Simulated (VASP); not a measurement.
Runs of VASP 6.6.1 on InP. The structure is that of space group F-43m (No. 216), or close to it. The cells are those of the table. 

```csv
potentials or basis,cell,k mesh,cutoff (eV),smearing,gap on the mesh (eV),pressure (GPa)
"VASP PAW PBE potentials, release 64 (In_d, P)","a = 4.135 Å, angles 60.0°, 2 atoms",8 × 8 × 8,520,gaussian 0.02 eV,1.21,(b)
"VASP PAW PBE potentials, release 64 (P, In_d)","a = 4.144 Å, angles 60.0°, 2 atoms",6 × 6 × 6,550,gaussian 0.1 eV,1.17,(a)
"VASP PAW PBE potentials, release 64 (In_d, P)","a = 4.177 Å, angles 60.0°, 2 atoms",8 × 8 × 8,520,gaussian 0.05 eV,1.03,-0.1
"VASP PAW PBE potentials, release 64 (In_d, P)","a = 4.177 Å, angles 60.0°, 2 atoms",8 × 8 × 8,520,gaussian 0.02 eV,1.03,-0.1
"VASP PAW PBE potentials, release 64 (In_d, P)","a = 4.092 Å, angles 60.0°, 2 atoms",8 × 8 × 8,520,gaussian 0.02 eV,1.39,4.7
```

Alike in all rows: task single point; level r2SCAN; no spin polarisation.

**Question.** Fill in the values left out.

**Answer.** (a) 1.6; (b) 2.1.

Caveats: the PAW data sets were made with another functional, which shifts forces and pressure a little; spin-orbit coupling is left out, which moves the levels of the heavy elements.

A k mesh can miss the band edges, and the runs leave out spin-orbit coupling on In.
